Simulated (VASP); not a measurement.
Here is a VASP 6.6.1 calculation.

File INCAR:

```
PREC = Accurate
ENCUT = 520
EDIFF = 1E-6
ISMEAR = -1
SIGMA = 0.1
LREAL = False
LASPH = True
NELM = 60
ALGO = Normal
ISIF = 2
LWAVE = False
LCHARG = False
GGA = PE
NBANDS = 12
```

File KPOINTS:

```
Automatic mesh
0
Gamma
  13 13 13
```

The input POSCAR:

```
Ta
1.0
    2.8477905402      0.0000000000      0.0000000000
    0.0000000000      2.8477905402      0.0000000000
    0.0000000000      0.0000000000      2.8477905402
Ta
1
Direct
    0.0000000000      0.0000000000      0.0000000000
```

Potentials or basis: VASP PAW PBE potentials, release 64 (Ta_pv).

Run with:

```console
$ cat potpaw_PBE.64/Ta_pv/POTCAR > POTCAR
$ mpirun -np 1 vasp_std > vasp.out
```

**Question.** Predict the pressure.

**Answer.** -13.0 GPa.
